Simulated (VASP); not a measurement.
# Al (Fm-3m) in VASP: single point with PBE

Aim: the single point of Al with PBE.

Program: VASP 6.6.1. These are calculated values, not measurements. Logs are shortened: lines on timing, memory, paths and dates and some standing lists are left out, and cuts for length are marked.

## Step 1: The cell of the first run

The structure is cubic, space group Fm-3m (No. 225). Conventional cell: a = 3.615 Å, b = 3.615 Å, c = 3.615 Å, α = 90.00°, β = 90.00°, γ = 90.00°. Within 3.4 Å of Al (site symmetry m-3m) lie 12 Al at 2.56 Å.

## Step 2: Single point, PBE (11.81 Å³/atom)

The input, INCAR:

```
SYSTEM = Al
  ALGO = Normal
  EDIFF = 1E-6
  ENCUT = 500
  GGA = PE
  GGA_COMPAT = .False.
  ISIF = 2
  ISMEAR = -1
  LASPH = .True.
  LCHARG = .False.
  LREAL = .False.
  LWAVE = .False.
  NBANDS = 8
  NELM = 120
  PREC = Accurate
  SIGMA = 0.1
```

The input, KPOINTS:

```
k-points
0
Gamma
  18 18 18
  0 0 0
```

The input, POSCAR:

```
Al
1.0
    0.0000000000      1.8075789914      1.8075789914
    1.8075789914      0.0000000000      1.8075789914
    1.8075789914      1.8075789914      0.0000000000
Al
1
Direct
    0.0000000000      0.0000000000      0.0000000000
```

Potentials or basis: VASP PAW PBE potentials, release 64 (Al).

Run with:

```sh
cat potpaw_PBE.64/Al/POTCAR > POTCAR
mpirun -np 1 vasp_std > vasp.out
```

OUTCAR:

```text
SYSTEM = Al
   EDIFF = 1E-6
   ENCUT = 500
   GGA = PE
   ISIF = 2
   ISMEAR = -1
   LASPH = .True.
   LREAL = .False.
   NELM = 120
   PREC = Accurate

 ion  position               nearest neighbor table
   1  0.000  0.000  0.000-

  LATTYP: Found a face centered cubic cell.
 ALAT       =     3.6151579828

  Lattice vectors:

 A1 = (   0.0000000000,   1.8075789914,   1.8075789914)
 A2 = (   1.8075789914,   0.0000000000,   1.8075789914)
 A3 = (   1.8075789914,   1.8075789914,   0.0000000000)

Analysis of symmetry for initial positions (statically):
=====================================================================
 Subroutine PRICEL returns:
 Original cell was already a primitive cell.

 Routine SETGRP: Setting up the symmetry group for a
 face centered cubic supercell.

 Subroutine GETGRP returns: Found 48 space group operations
 (whereof 48 operations were pure point group operations)
 out of a pool of 48 trial point group operations.

The static configuration has the point symmetry O_h .

Analysis of symmetry for dynamics (positions and initial velocities):
=====================================================================
 Subroutine PRICEL returns:
 Original cell was already a primitive cell.

 Routine SETGRP: Setting up the symmetry group for a
 face centered cubic supercell.

 Subroutine GETGRP returns: Found 48 space group operations
 (whereof 48 operations were pure point group operations)
 out of a pool of 48 trial point group operations.

The dynamic configuration has the point symmetry O_h .

 Subroutine INISYM returns: Found 48 space group operations
 (whereof 48 operations are pure point group operations),
 and found     1 'primitive' translations

----------------------------------------------------------------------------------------

                                     Primitive cell

  volume of cell :      11.8120

  direct lattice vectors                    reciprocal lattice vectors
     0.000000000  1.807578991  1.807578991    -0.276613084  0.276613084  0.276613084
     1.807578991  0.000000000  1.807578991     0.276613084 -0.276613084  0.276613084
     1.807578991  1.807578991  0.000000000     0.276613084  0.276613084 -0.276613084

  length of vectors
     2.556302725  2.556302725  2.556302725     0.479107916  0.479107916  0.479107916

  position of ions in fractional coordinates (direct lattice)
     0.000000000  0.000000000  0.000000000

  ion indices of the primitive-cell ions
   primitive index   ion index
                 1           1

----------------------------------------------------------------------------------------

 KPOINTS: k-points

Automatic generation of k-mesh.
 Grid dimensions read from file:
 generate k-points for:   18   18   18

 Generating k-lattice:

  Cartesian coordinates                     Fractional coordinates (reciprocal lattice)
    -0.015367394  0.015367394  0.015367394     0.055555556  0.000000000  0.000000000
     0.015367394 -0.015367394  0.015367394     0.000000000  0.055555556  0.000000000
     0.015367394  0.015367394 -0.015367394     0.000000000  0.000000000  0.055555556

  Length of vectors
     0.026617106  0.026617106  0.026617106

  Shift w.r.t. Gamma in fractional coordinates (k-lattice)
     0.000000000  0.000000000  0.000000000

 Subroutine IBZKPT returns following result:
 ===========================================

 Found    195 irreducible k-points:

 Following reciprocal coordinates:
            Coordinates               Weight
  0.000000  0.000000  0.000000      1.000000
  0.055556  0.000000  0.000000      8.000000
  0.111111  0.000000  0.000000      8.000000
  0.166667  0.000000  0.000000      8.000000
  0.222222  0.000000  0.000000      8.000000
  0.277778  0.000000  0.000000      8.000000
[... 16 lines left out ...]
 -0.277778  0.055556  0.000000     24.000000
 -0.222222  0.055556  0.000000     24.000000
 [... further k-points ...]
   k-points           NKPTS =    195   k-points in BZ     NKDIM =    195   number of bands    NBANDS=      8
   number of dos      NEDOS =    301   number of ions     NIONS =      1
   total plane-waves  NPLWV =   8000
   dimension x,y,z NGX =    20 NGY =   20 NGZ =   20
   dimension x,y,z NGXF=    40 NGYF=   40 NGZF=   40
   ions per type =               1
   NGX,Y,Z   is equivalent  to a cutoff of  13.01, 13.01, 13.01 a.u.
   NGXF,Y,Z  is equivalent  to a cutoff of  26.01, 26.01, 26.01 a.u.
 SYSTEM =  Al
   PREC   = accura    normal or accurate (medium, high low for compatibility)
   ISTART =      0    job   : 0-new  1-cont  2-samecut
   ICHARG =      2    charge: 1-file 2-atom 10-const
   ISPIN  =      1    spin polarized calculation?
   LNONCOLLINEAR =      F non collinear calculations
   LSORBIT =      F    spin-orbit coupling
   LASPH  =      T    aspherical Exc in radial PAW
   ENCUT  =  500.0 eV  36.75 Ry    6.06 a.u.   4.66  4.66  4.66*2*pi/ulx,y,z
   NELM   =    120;   NELMIN=  2; NELMDL= -5     # of ELM steps
   EDIFF  = 0.1E-05   stopping-criterion for ELM
   LREAL  =      F    real-space projection
   EDIFFG = 0.1E-04   stopping-criterion for IOM
   NSW    =      0    number of steps for IOM
   IBRION =     -1    ionic relax: 0-MD 1-quasi-New 2-CG
   NFREE  =      0    steps in history (QN), initial steepest desc. (CG)
   ISIF   =      2    stress and relaxation
   ISYM   =      2    0-nonsym 1-usesym 2-fastsym
   POTIM  = 0.5000    time-step for ionic-motion
   TEBEG  =    0.0;   TEEND  =   0.0 temperature during run
   PSTRESS=    0.0 pullay stress
   NELECT =       3.0000    total number of electrons
   NUPDOWN=      -1.0000    fix difference up-down
   EMIN   =  10.00;   EMAX   =-10.00  energy-range for DOS
   EFERMI =   0.00;   METHOD = LEGACY
   ISMEAR =    -1;   SIGMA  =   0.10  broadening in eV -4-tet -1-fermi 0-gaus
   EFERMI_NEDOS =   21; number of points for ismear=-14 and -15
   IALGO  =     38    algorithm
   IMIX   =      4    mixing-type and parameters
     AMIX     =   0.40;   BMIX     =  1.00
     AMIX_MAG =   1.60;   BMIX_MAG =  1.00
  volume/ion in A,a.u.               =      11.81        79.71
  Fermi-wavevector in a.u.,A,eV,Ry     =   1.036751  1.959176 14.624269  1.074853
  Thomas-Fermi vector in A             =   2.171157
   LORBIT       =      0    0 simple, 1 ext, 2 COOP (PROOUT), +10 PAW based schemes
   GGA     = PE    functional components
   LHFCALC =     F    Hartree Fock is set to
   AEXX    =    0.0000 exact exchange contribution
   IVDW    =     0    specifies the selected vdW correction
   LEPSILON=     F    determine dielectric tensor
   LRPA    =     F    only Hartree local field effects (RPA)
 non-spin polarized calculation
  energy-cutoff  :      500.00
  volume of cell :       11.81
 maximum number of plane-waves:       310
   NGX =  9   NGY =  9   NGZ =  9

 number of electron       3.0000000 magnetization

 Free energy of the ion-electron system (eV)
  ---------------------------------------------------
  ext. energy  EPLUGINS =         0.00000000
  ---------------------------------------------------
  free energy    TOTEN  =        -3.16196469 eV

  energy without entropy =       -3.15179986  energy(sigma->0) =       -3.15688227

 E-fermi :  11.9146     XC(G=0): -11.4731

 val. band max:       11.8594398678   @ k =   0.5000   0.4444   0.0556
 cond. band min:      11.9202127959   @ k =  -0.3333   0.0556   0.0000
 fundamental gap:      0.0607729281
 Fermi energy:        11.9146431246

 k-point     1 :       0.0000    0.0000    0.0000
  band No.  band energies     occupation
      1      -1.6764      2.00000
      2      26.6097      0.00000
      3      26.6097      0.00000
      4      26.6097      0.00000
      5      31.0138      0.00000
      6      31.0138      0.00000
      7      31.0138      0.00000
      8      31.0814      0.00000

 k-point     2 :       0.0556    0.0000    0.0000
  band No.  band energies     occupation
      1      -1.5718      2.00000
      2      25.1342      0.00000
      3      26.4708      0.00000
      4      26.4708      0.00000
      5      30.9062      0.00000
      6      31.3109      0.00000
      7      31.3109      0.00000
      8      32.5559      0.00000

 k-point     3 :       0.1111    0.0000    0.0000
  band No.  band energies     occupation
      1      -1.2588      2.00000
      2      22.5843      0.00000
      3      26.1464      0.00000
      4      26.1464      0.00000
      5      30.5703      0.00000
      6      32.0916      0.00000
      7      32.0916      0.00000
      8      33.6489      0.00000

 k-point     4 :       0.1667    0.0000    0.0000
  band No.  band energies     occupation
      1      -0.7394      2.00000
      2      19.9362      0.00000
      3      25.7838      0.00000
      4      25.7838      0.00000
      5      30.1590      0.00000
      6      32.2041      0.00000
      7      32.2041      0.00000
      8      33.3745      0.00000

 k-point     5 :       0.2222    0.0000    0.0000
  band No.  band energies     occupation
      1      -0.0169      2.00000
      2      17.3573      0.00000
      3      25.4707      0.00000
      4      25.4707      0.00000
      5      29.7841      0.00000
      6      30.9810      0.00000
      7      30.9810      0.00000
      8      34.7475      0.00000
[... 177 lines left out ...]
 k-point    22 :      -0.3333    0.0556    0.0000
  band No.  band energies     occupation
      1       2.5189      2.00000
      2      11.9202      0.97216
      3      23.1709      0.00000
      4      25.8938      0.00000
      5      27.9383      0.00000
      6      28.9226      0.00000
      7      30.3938      0.00000
      8      34.4852      0.00000

 k-point    23 :      -0.2778    0.0556    0.0000
  band No.  band energies     occupation
      1       1.3444      2.00000
      2      14.1783      0.00000
      3      23.2374      0.00000
      4      26.3253      0.00000
      5      28.4554      0.00000
      6      29.7640      0.00000
      7      30.5710      0.00000
      8      35.3724      0.00000

 k-point    24 :      -0.2222    0.0556    0.0000
  band No.  band energies     occupation
      1       0.3594      2.00000
      2      16.5785      0.00000
      3      23.4532      0.00000
      4      26.6376      0.00000
      5      29.3484      0.00000
      6      30.3608      0.00000
      7      31.2644      0.00000
      8      34.1291      0.00000

 [... further k-points ...]

------------------------ aborting loop because EDIFF is reached ----------------------------------------

  FORCE on cell =-STRESS in cart. coord.  units (eV):
  Direction    XX          YY          ZZ          XY          YZ          ZX
  --------------------------------------------------------------------------------------
  -------------------------------------------------------------------------------------
  Total        4.0032606      4.0032606      4.0032606      0.0000000     -0.0000000     -0.0000000
  in kB      543.0034603    543.0034603    543.0034603      0.0000000     -0.0000000     -0.0000000
  external PRESSURE =     543.0034603 kB  Pullay stress =       0.0000000 kB

 VOLUME and BASIS-vectors are now :
 -----------------------------------------------------------------------------
  energy-cutoff  :      500.00
  volume of cell :       11.81
      direct lattice vectors                 reciprocal lattice vectors
     0.000000000  1.807578991  1.807578991    -0.276613084  0.276613084  0.276613084
     1.807578991  0.000000000  1.807578991     0.276613084 -0.276613084  0.276613084
     1.807578991  1.807578991  0.000000000     0.276613084  0.276613084 -0.276613084

 POSITION                                       TOTAL-FORCE (eV/Angst)
 -----------------------------------------------------------------------------------
      0.00000      0.00000      0.00000        -0.000000      0.000000      0.000000
 -----------------------------------------------------------------------------------
    total drift:                               -0.000000     -0.000000     -0.000000

  FREE ENERGIE OF THE ION-ELECTRON SYSTEM (eV)
  ---------------------------------------------------
  free  energy   TOTEN  =        -3.1619646884 eV

  energy  without entropy=       -3.1517998608  energy(sigma->0) =       -3.15688227
```

Run time: 17 s. Hardware: 1 thread of AMD EPYC 7R43 (Zen 3), shared host; peak memory 0.09 GiB.

Results:

* Free energy: -3.1620 eV
* Pressure: 54.3 GPa
* Band gap on the k mesh: zero (an odd number of electrons rules out a gap without spin polarisation)

Caveat: the cell stands under pressure.

The gap in the log of VASP goes by the Fermi energy; the results here count the filled bands.